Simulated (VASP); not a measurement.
# Nb (Fm-3m) in VASP: notebook

Nb is run at these levels: PBE; tasks: single point.

Program: VASP 6.6.1. These are calculated values, not measurements. Logs are shortened: lines on timing, memory, paths and dates and some standing lists are left out, and cuts for length are marked.

**1. The cell of the first run**

The structure is cubic, space group Fm-3m (No. 225). The conventional cell has a = 4.161 Å, b = 4.161 Å, c = 4.161 Å, α = 90.00°, β = 90.00°, γ = 90.00°. Nb (site symmetry m-3m) has 12 Nb at 2.94 Å within 3.9 Å.

**2. Single point, PBE**

INCAR reads:

```
  ALGO = Normal
  EDIFF = 1E-6
  ENCUT = 520
  GGA = PE
  ISIF = 2
  ISMEAR = -1
  LASPH = T
  LCHARG = T
  LELF = T
  LREAL = F
  LVHAR = T
  LWAVE = F
  NBANDS = 12
  NELM = 60
  PREC = Accurate
  SIGMA = 0.06122561905347299
```

KPOINTS reads:

```
k-points
0
Gamma
  22 22 22
```

POSCAR reads:

```
Nb
1.0
    0.0000000000      2.0805895765      2.0805895765
    2.0805895765      0.0000000000      2.0805895765
    2.0805895765      2.0805895765      0.0000000000
Nb
1
Direct
    0.0000000000      0.0000000000      0.0000000000
```

Potentials or basis: VASP PAW PBE potentials, release 64 (Nb_sv).

Launch:

```console
> cat potpaw_PBE.64/Nb_sv/POTCAR > POTCAR
> mpirun -np 1 vasp_std > vasp.out
```

OUTCAR:

```text
EDIFF = 1E-6
   ENCUT = 520
   GGA = PE
   ISIF = 2
   ISMEAR = -1
   LASPH = T
   LREAL = F
   NELM = 60
   PREC = Accurate

 ion  position               nearest neighbor table
   1  0.000  0.000  0.000-

  LATTYP: Found a face centered cubic cell.
 ALAT       =     4.1611791530

  Lattice vectors:

 A1 = (   0.0000000000,   2.0805895765,   2.0805895765)
 A2 = (   2.0805895765,   0.0000000000,   2.0805895765)
 A3 = (   2.0805895765,   2.0805895765,   0.0000000000)

Analysis of symmetry for initial positions (statically):
=====================================================================
 Subroutine PRICEL returns:
 Original cell was already a primitive cell.

 Routine SETGRP: Setting up the symmetry group for a
 face centered cubic supercell.

 Subroutine GETGRP returns: Found 48 space group operations
 (whereof 48 operations were pure point group operations)
 out of a pool of 48 trial point group operations.

The static configuration has the point symmetry O_h .

Analysis of symmetry for dynamics (positions and initial velocities):
=====================================================================
 Subroutine PRICEL returns:
 Original cell was already a primitive cell.

 Routine SETGRP: Setting up the symmetry group for a
 face centered cubic supercell.

 Subroutine GETGRP returns: Found 48 space group operations
 (whereof 48 operations were pure point group operations)
 out of a pool of 48 trial point group operations.

The dynamic configuration has the point symmetry O_h .

 Subroutine INISYM returns: Found 48 space group operations
 (whereof 48 operations are pure point group operations),
 and found     1 'primitive' translations

----------------------------------------------------------------------------------------

                                     Primitive cell

  volume of cell :      18.0131

  direct lattice vectors                    reciprocal lattice vectors
     0.000000000  2.080589576  2.080589576    -0.240316498  0.240316498  0.240316498
     2.080589576  0.000000000  2.080589576     0.240316498 -0.240316498  0.240316498
     2.080589576  2.080589576  0.000000000     0.240316498  0.240316498 -0.240316498

  length of vectors
     2.942397997  2.942397997  2.942397997     0.416240384  0.416240384  0.416240384

  position of ions in fractional coordinates (direct lattice)
     0.000000000  0.000000000  0.000000000

  ion indices of the primitive-cell ions
   primitive index   ion index
                 1           1

----------------------------------------------------------------------------------------

 KPOINTS: k-points

Automatic generation of k-mesh.
 Grid dimensions read from file:
 generate k-points for:   22   22   22

 Generating k-lattice:

  Cartesian coordinates                     Fractional coordinates (reciprocal lattice)
    -0.010923477  0.010923477  0.010923477     0.045454545  0.000000000  0.000000000
     0.010923477 -0.010923477  0.010923477     0.000000000  0.045454545  0.000000000
     0.010923477  0.010923477 -0.010923477     0.000000000  0.000000000  0.045454545

  Length of vectors
     0.018920017  0.018920017  0.018920017

  Shift w.r.t. Gamma in fractional coordinates (k-lattice)
     0.000000000  0.000000000  0.000000000

 Subroutine IBZKPT returns following result:
 ===========================================

 Found    328 irreducible k-points:

 Following reciprocal coordinates:
            Coordinates               Weight
  0.000000  0.000000  0.000000      1.000000
  0.045455  0.000000  0.000000      8.000000
  0.090909  0.000000  0.000000      8.000000
  0.136364  0.000000  0.000000      8.000000
  0.181818  0.000000  0.000000      8.000000
  0.227273  0.000000  0.000000      8.000000
[... 16 lines left out ...]
  0.500000  0.045455  0.000000     24.000000
 -0.454545  0.045455  0.000000     24.000000
 [... further k-points ...]
   k-points           NKPTS =    328   k-points in BZ     NKDIM =    328   number of bands    NBANDS=     12
   number of dos      NEDOS =    301   number of ions     NIONS =      1
   total plane-waves  NPLWV =  13824
   dimension x,y,z NGX =    24 NGY =   24 NGZ =   24
   dimension x,y,z NGXF=    48 NGYF=   48 NGZF=   48
   ions per type =               1
   NGX,Y,Z   is equivalent  to a cutoff of  13.56, 13.56, 13.56 a.u.
   NGXF,Y,Z  is equivalent  to a cutoff of  27.12, 27.12, 27.12 a.u.
 SYSTEM =  unknown system
   PREC   = accura    normal or accurate (medium, high low for compatibility)
   ISTART =      0    job   : 0-new  1-cont  2-samecut
   ICHARG =      2    charge: 1-file 2-atom 10-const
   ISPIN  =      1    spin polarized calculation?
   LNONCOLLINEAR =      F non collinear calculations
   LSORBIT =      F    spin-orbit coupling
   LASPH  =      T    aspherical Exc in radial PAW
   ENCUT  =  520.0 eV  38.22 Ry    6.18 a.u.   5.47  5.47  5.47*2*pi/ulx,y,z
   NELM   =     60;   NELMIN=  2; NELMDL= -5     # of ELM steps
   EDIFF  = 0.1E-05   stopping-criterion for ELM
   LREAL  =      F    real-space projection
   EDIFFG = 0.1E-04   stopping-criterion for IOM
   NSW    =      0    number of steps for IOM
   IBRION =     -1    ionic relax: 0-MD 1-quasi-New 2-CG
   NFREE  =      0    steps in history (QN), initial steepest desc. (CG)
   ISIF   =      2    stress and relaxation
   ISYM   =      2    0-nonsym 1-usesym 2-fastsym
   POTIM  = 0.5000    time-step for ionic-motion
   TEBEG  =    0.0;   TEEND  =   0.0 temperature during run
   PSTRESS=    0.0 pullay stress
   NELECT =      13.0000    total number of electrons
   NUPDOWN=      -1.0000    fix difference up-down
   EMIN   =  10.00;   EMAX   =-10.00  energy-range for DOS
   EFERMI =   0.00;   METHOD = LEGACY
   ISMEAR =    -1;   SIGMA  =   0.06  broadening in eV -4-tet -1-fermi 0-gaus
   EFERMI_NEDOS =   21; number of points for ismear=-14 and -15
   IALGO  =     38    algorithm
   IMIX   =      4    mixing-type and parameters
     AMIX     =   0.40;   BMIX     =  1.00
     AMIX_MAG =   1.60;   BMIX_MAG =  1.00
  volume/ion in A,a.u.               =      18.01       121.56
  Fermi-wavevector in a.u.,A,eV,Ry     =   1.468451  2.774970 29.338910  2.156349
  Thomas-Fermi vector in A             =   2.583947
   LORBIT       =      0    0 simple, 1 ext, 2 COOP (PROOUT), +10 PAW based schemes
   GGA     = PE    functional components
   LHFCALC =     F    Hartree Fock is set to
   AEXX    =    0.0000 exact exchange contribution
   IVDW    =     0    specifies the selected vdW correction
   LEPSILON=     F    determine dielectric tensor
   LRPA    =     F    only Hartree local field effects (RPA)
 non-spin polarized calculation
  energy-cutoff  :      520.00
  volume of cell :       18.01
 maximum number of plane-waves:       531
 NGX is ok and might be reduce to    24
   NGX = 11   NGY = 11   NGZ = 11

 number of electron      13.0000000 magnetization

 Free energy of the ion-electron system (eV)
  ---------------------------------------------------
  ext. energy  EPLUGINS =         0.00000000
  ---------------------------------------------------
  free energy    TOTEN  =        -9.88723006 eV

  energy without entropy =       -9.86874726  energy(sigma->0) =       -9.87798866

 E-fermi :  11.5506     XC(G=0): -12.5024

 val. band max:       11.5476160677   @ k =   0.4545   0.0455   0.0000
 cond. band min:      11.5559992322   @ k =   0.0455   0.0000   0.0000
 fundamental gap:      0.0083831645
 Fermi energy:        11.5505634220

 k-point     1 :       0.0000    0.0000    0.0000
  band No.  band energies     occupation
      1     -43.2037      2.00000
      2     -18.5101      2.00000
      3     -18.5101      2.00000
      4     -18.5101      2.00000
      5       5.2229      2.00000
      6      11.6215      0.47789
      7      11.6215      0.47789
      8      11.6215      0.47789
      9      14.3676      0.00000
     10      14.3676      0.00000
     11      23.4089      0.00000
     12      28.3694      0.00000

 k-point     2 :       0.0455    0.0000    0.0000
  band No.  band energies     occupation
      1     -43.1991      2.00000
      2     -18.5396      2.00000
      3     -18.5137      2.00000
      4     -18.5137      2.00000
      5       5.3045      2.00000
      6      11.5560      0.95564
      7      11.6597      0.28817
      8      11.6597      0.28817
      9      14.3317      0.00000
     10      14.3317      0.00000
     11      23.5759      0.00000
     12      28.0033      0.00000

 k-point     3 :       0.0909    0.0000    0.0000
  band No.  band energies     occupation
      1     -43.1859      2.00000
      2     -18.6251      2.00000
      3     -18.5242      2.00000
      4     -18.5242      2.00000
      5       5.5418      2.00000
      6      11.3793      1.88501
      7      11.7646      0.05883
      8      11.7646      0.05883
      9      14.2412      0.00000
     10      14.2412      0.00000
     11      24.0443      0.00000
     12      27.2060      0.00000

 k-point     4 :       0.1364    0.0000    0.0000
  band No.  band energies     occupation
      1     -43.1649      2.00000
      2     -18.7583      2.00000
      3     -18.5406      2.00000
      4     -18.5406      2.00000
      5       5.9121      2.00000
      6      11.1444      1.99737
      7      11.9041      0.00620
      8      11.9041      0.00620
      9      14.1474      0.00000
     10      14.1474      0.00000
     11      24.6829      0.00000
     12      26.3872      0.00000

 k-point     5 :       0.1818    0.0000    0.0000
  band No.  band energies     occupation
      1     -43.1379      2.00000
      2     -18.9264      2.00000
      3     -18.5617      2.00000
      4     -18.5617      2.00000
      5       6.3725      2.00000
      6      10.9244      1.99993
      7      12.0175      0.00097
      8      12.0175      0.00097
      9      14.1330      0.00000
     10      14.1330      0.00000
     11      24.8809      0.00000
     12      26.1899      0.00000

 k-point     6 :       0.2273    0.0000    0.0000
  band No.  band energies     occupation
      1     -43.1069      2.00000
      2     -19.1145      2.00000
      3     -18.5856      2.00000
      4     -18.5856      2.00000
      5       6.8523      2.00000
      6      10.8079      1.99999
      7      12.0383      0.00069
      8      12.0383      0.00069
      9      14.2812      0.00000
     10      14.2812      0.00000
     11      24.2917      0.00000
     12      26.8098      0.00000

 k-point     7 :       0.2727    0.0000    0.0000
  band No.  band energies     occupation
      1     -43.0743      2.00000
      2     -19.3066      2.00000
      3     -18.6104      2.00000
      4     -18.6104      2.00000
      5       7.2532      2.00000
      6      10.8930      1.99996
      7      11.9540      0.00275
      8      11.9540      0.00275
      9      14.6098      0.00000
     10      14.6098      0.00000
     11      23.6488      0.00000
     12      27.1365      0.00000

 k-point     8 :       0.3182    0.0000    0.0000
  band No.  band energies     occupation
      1     -43.0429      2.00000
      2     -19.4873      2.00000
      3     -18.6340      2.00000
      4     -18.6340      2.00000
      5       7.4947      2.00000
      6      11.2388      1.98779
      7      11.8105      0.02825
      8      11.8105      0.02825
      9      15.0618      0.00000
     10      15.0618      0.00000
     11      23.1098      0.00000
     12      26.6660      0.00000
[... 166 lines left out ...]
 k-point    20 :       0.3636    0.0455    0.0000
  band No.  band energies     occupation
      1     -43.0213      2.00000
      2     -19.5904      2.00000
      3     -18.6678      2.00000
      4     -18.6521      2.00000
      5       7.6351      2.00000
      6      11.4504      1.67398
      7      11.6342      0.40661
      8      11.7930      0.03743
      9      15.2396      0.00000
     10      15.6780      0.00000
     11      22.9587      0.00000
     12      26.0189      0.00000

 k-point    21 :       0.4091    0.0455    0.0000
  band No.  band energies     occupation
      1     -42.9976      2.00000
      2     -19.7209      2.00000
      3     -18.6819      2.00000
      4     -18.6741      2.00000
      5       7.6579      2.00000
      6      11.4412      1.71297
      7      11.6531      0.31544
      8      12.0960      0.00027
      9      15.7989      0.00000
     10      16.0930      0.00000
     11      22.6459      0.00000
     12      24.9074      0.00000

 k-point    22 :       0.4545    0.0455    0.0000
  band No.  band energies     occupation
      1     -42.9811      2.00000
      2     -19.8101      2.00000
      3     -18.6911      2.00000
      4     -18.6897      2.00000
      5       7.6400      2.00000
      6      11.3477      1.92978
      7      11.5476      1.02406
      8      12.6273      0.00000
      9      16.2789      0.00000
     10      16.3769      0.00000
     11      22.4999      0.00000
     12      23.9452      0.00000

 k-point    23 :       0.5000    0.0455    0.0000
  band No.  band energies     occupation
      1     -42.9734      2.00000
      2     -19.8519      2.00000
      3     -18.7021      2.00000
      4     -18.6905      2.00000
      5       7.6245      2.00000
      6      11.3091      1.96201
      7      11.4907      1.45360
      8      12.9218      0.00000
      9      16.4544      0.00000
     10      16.5887      0.00000
     11      22.5027      0.00000
     12      23.3833      0.00000

 k-point    24 :      -0.4545    0.0455    0.0000
  band No.  band energies     occupation
      1     -42.9749      2.00000
      2     -19.8433      2.00000
      3     -18.7060      2.00000
      4     -18.6843      2.00000
      5       7.6288      2.00000
      6      11.3302      1.94674
      7      11.4893      1.46230
      8      12.8644      0.00000
      9      16.2966      0.00000
     10      16.6593      0.00000
     11      22.4952      0.00000
     12      23.5090      0.00000

 [... further k-points ...]
[... 5 lines left out ...]
  --------------------------------------------------------------------------------------
  -------------------------------------------------------------------------------------
  Total        0.7788526      0.7788526      0.7788526     -0.0000000     -0.0000000      0.0000000
  in kB       69.2750070     69.2750070     69.2750070     -0.0000000     -0.0000000      0.0000000
  external PRESSURE =      69.2750070 kB  Pullay stress =       0.0000000 kB

 VOLUME and BASIS-vectors are now :
 -----------------------------------------------------------------------------
  energy-cutoff  :      520.00
  volume of cell :       18.01
      direct lattice vectors                 reciprocal lattice vectors
     0.000000000  2.080589576  2.080589576    -0.240316498  0.240316498  0.240316498
     2.080589576  0.000000000  2.080589576     0.240316498 -0.240316498  0.240316498
     2.080589576  2.080589576  0.000000000     0.240316498  0.240316498 -0.240316498

 POSITION                                       TOTAL-FORCE (eV/Angst)
 -----------------------------------------------------------------------------------
      0.00000      0.00000      0.00000         0.000000      0.000000      0.000000
 -----------------------------------------------------------------------------------
    total drift:                               -0.000000      0.000000      0.000000

  FREE ENERGIE OF THE ION-ELECTRON SYSTEM (eV)
  ---------------------------------------------------
  free  energy   TOTEN  =        -9.8872300568 eV

  energy  without entropy=       -9.8687472568  energy(sigma->0) =       -9.87798866
```

Wall time 56 s (1 thread of AMD EPYC 7R13 (Zen 3), shared host); peak memory 0.17 GiB.

What came out:

```
Free energy : -9.8872 eV
Pressure    : 6.9 GPa
```

Levels at points of the mesh, in eV from the Fermi level:
| k point | band 2 | band 3 | band 4 | band 5 | band 6 | band 7 | band 8 | band 9 | band 10 | band 11 |
| --- | --- | --- | --- | --- | --- | --- | --- | --- | --- | --- |
| (0.00, 0.00, 0.00) | -30.06 | -30.06 | -30.06 | -6.33 | 0.07 | 0.07 | 0.07 | 2.82 | 2.82 | 11.86 |
| (0.50, 0.00, 0.00) | -31.41 | -30.23 | -30.23 | -4.00 | -0.13 | -0.13 | 1.52 | 4.90 | 4.90 | 11.02 |
| (0.50, 0.50, 0.00) | -31.32 | -30.54 | -30.54 | -4.28 | -3.53 | 3.83 | 4.88 | 5.49 | 5.49 | 11.59 |

**3. Single point, PBE**

INCAR reads:

```
SYSTEM = Nb
  ALGO = Normal
  EDIFF = 1E-7
  ENCUT = 520
  GGA = PE
  ISIF = 2
  ISMEAR = -1
  LASPH = .True.
  LCHARG = .False.
  LREAL = .False.
  LWAVE = .False.
  NBANDS = 12
  NELM = 60
  PREC = Accurate
  SIGMA = 0.06122561905347299
```

KPOINTS reads:

```
k-points
0
Gamma
  22 22 22
  0 0 0
```

POSCAR is that of step 2.

Potentials or basis: VASP PAW PBE potentials, release 64 (Nb_sv).

Launch:

```console
> cat potpaw_PBE.64/Nb_sv/POTCAR > POTCAR
> mpirun -np 1 vasp_std > vasp.out
```

It took 62 s on 1 thread of AMD EPYC 7R13 (Zen 3), shared host; peak memory 0.16 GiB.

Results (log left out):

| Item | Value |
| --- | --- |
| Free energy | -9.8872 eV |
| Pressure | 6.9 GPa |

Levels at points of the mesh, in eV from the Fermi level:
```tsv
k point	band 2	band 3	band 4	band 5	band 6	band 7	band 8	band 9	band 10	band 11
(0.00, 0.00, 0.00)	-30.06	-30.06	-30.06	-6.33	0.07	0.07	0.07	2.82	2.82	11.86
(0.50, 0.00, 0.00)	-31.41	-30.23	-30.23	-4.00	-0.13	-0.13	1.52	4.90	4.90	11.02
(0.50, 0.50, 0.00)	-31.32	-30.54	-30.54	-4.28	-3.53	3.83	4.88	5.49	5.49	11.59
```

**4. Single point, PBE**

This run uses another cell than the first one, of 18.39 Å³/atom, 1.021 times its volume.

INCAR reads:

```
ALGO     = Normal         # electronic algorithm
EDIFF    = 1E-6           # SCF threshold, eV
ENCUT    = 520            # plane-wave cutoff, eV
GGA      = PE             # functional
ISIF     = 2              # what is computed and relaxed
ISMEAR   = -1             # smearing method
LASPH    = True           # aspherical terms in the spheres
LCHARG   = False          # write CHGCAR
LREAL    = False          # projectors in reciprocal space
LWAVE    = False          # write WAVECAR
NBANDS   = 12             # bands
NELM     = 80             # most SCF steps
PREC     = Accurate       # precision mode
SIGMA    = 0.06122561905347299 # smearing width, eV
```

KPOINTS reads:

```
k-points
0
Gamma
  22 22 22
```

POSCAR reads:

```
Nb
1.0
    0.0000000000      2.0949389235      2.0949389235
    2.0949389235      0.0000000000      2.0949389235
    2.0949389235      2.0949389235      0.0000000000
Nb
1
Direct
    0.0000000000      0.0000000000      0.0000000000
```

Launch:

```console
> cat potpaw_PBE.64/Nb_sv/POTCAR > POTCAR
> mpirun -np 1 vasp_std > vasp.out
```

Wall time 56 s (1 thread of AMD EPYC 7R13 (Zen 3), shared host); peak memory 0.16 GiB.

The run converged. Its results:

| Item | Value |
| --- | --- |
| Free energy | -9.8992 eV |
| Pressure | 3.2 GPa |

Levels at points of the mesh, in eV from the Fermi level:
| k point | band 2 | band 3 | band 4 | band 5 | band 6 | band 7 | band 8 | band 9 | band 10 | band 11 |
| --- | --- | --- | --- | --- | --- | --- | --- | --- | --- | --- |
| (0.00, 0.00, 0.00) | -30.12 | -30.12 | -30.12 | -6.28 | 0.09 | 0.09 | 0.09 | 2.76 | 2.76 | 11.84 |
| (0.50, 0.00, 0.00) | -31.39 | -30.29 | -30.29 | -3.92 | -0.10 | -0.10 | 1.44 | 4.77 | 4.77 | 10.73 |
| (0.50, 0.50, 0.00) | -31.30 | -30.57 | -30.57 | -4.17 | -3.42 | 3.70 | 4.76 | 5.35 | 5.35 | 11.42 |
